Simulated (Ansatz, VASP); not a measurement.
CdTe in VASP and in Ansatz

```
CELL_PARAMETERS angstrom
-3.30788 3.30788 0.00000
0.00000 0.00000 6.61577
3.30788 3.30788 0.00000
ATOMIC_POSITIONS crystal
Cd 0.00000 0.00000 0.00000
Cd 0.50000 0.50000 0.50000
Te 0.00000 0.25000 0.50000
Te 0.50000 0.75000 0.00000
```

Alike in both runs: task single point; functional PBE; k mesh 6 × 4 × 6; occupations fermi-dirac, width 0.02 eV; no spin polarisation.

|  | VASP | Ansatz |
| --- | --- | --- |
| version | VASP 6.6.1 | Ansatz 0.2.0 |
| potentials or method | VASP PAW PBE potentials, release 64 (Cd, Te), cutoff 520 eV | all-electron LAPW, scalar-relativistic |

```tsv
	VASP	Ansatz	Ansatz less VASP
pressure (GPa)	0.1	0.1	-0.09
```

Ansatz ran all-electron here, and VASP with PAW potentials.

Spin-orbit coupling is off throughout.
